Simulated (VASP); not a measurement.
Here is a VASP 6.6.1 calculation.

The input INCAR:

```
SYSTEM = TaN
PREC     = Accurate       ! precision mode
ENCUT    = 600            ! plane-wave cutoff, eV
EDIFF    = 1E-6           ! SCF threshold, eV
ISMEAR   = -1             ! smearing method
SIGMA    = 0.1            ! smearing width, eV
LREAL    = .False.        ! projectors in reciprocal space
LASPH    = .True.         ! aspherical terms in the spheres
NELM     = 120            ! most SCF steps
ALGO     = Normal         ! electronic algorithm
ISIF     = 2              ! what is computed and relaxed
LWAVE    = .False.        ! write WAVECAR
LCHARG   = .False.        ! write CHGCAR
GGA      = PE             ! functional
NBANDS   = 33             ! bands
GGA_COMPAT= .False.
```

The input KPOINTS:

```
regular mesh
0
Gamma
  4 4 6
  0 0 0
```

The input POSCAR:

```
TaN
1.0
    5.1910000000      0.0000000000      0.0000000000
   -2.5955000000      4.4955378710      0.0000000000
    0.0000000000      0.0000000000      2.9080000000
Ta N
3 3
Direct
    0.0000000000      0.0000000000      0.0000000000
    0.3333333333      0.6666666667      0.5000000000
    0.6666666667      0.3333333333      0.5000000000
    0.5000000000      0.0000000000      0.0000000000
    0.0000000000      0.5000000000      0.0000000000
    0.5000000000      0.5000000000      0.0000000000
```

Potentials or basis: VASP PAW PBE potentials, release 64 (Ta_pv, N).

Launch:

```console
$ cat potpaw_PBE.64/Ta_pv/POTCAR potpaw_PBE.64/N/POTCAR > POTCAR
$ mpirun -np 1 vasp_std > vasp.out
```

**Question.** What does it give for the pressure?

**Answer.** 10.8 GPa.

**Question.** What does it give for the band gap on the k mesh?

**Answer.** Zero (bands 24 and 25 overlap by 2.12 eV).

Stress tensor (GPa, compression positive):
```
10.90  0.00  0.00
 0.00 10.90  0.00
 0.00  0.00 10.71
```

Caveat: the k points lie up to 0.36 Å⁻¹ apart, too coarse for converged energies and pressures of a metal; spin-orbit coupling is left out, which moves the levels of the heavy elements.
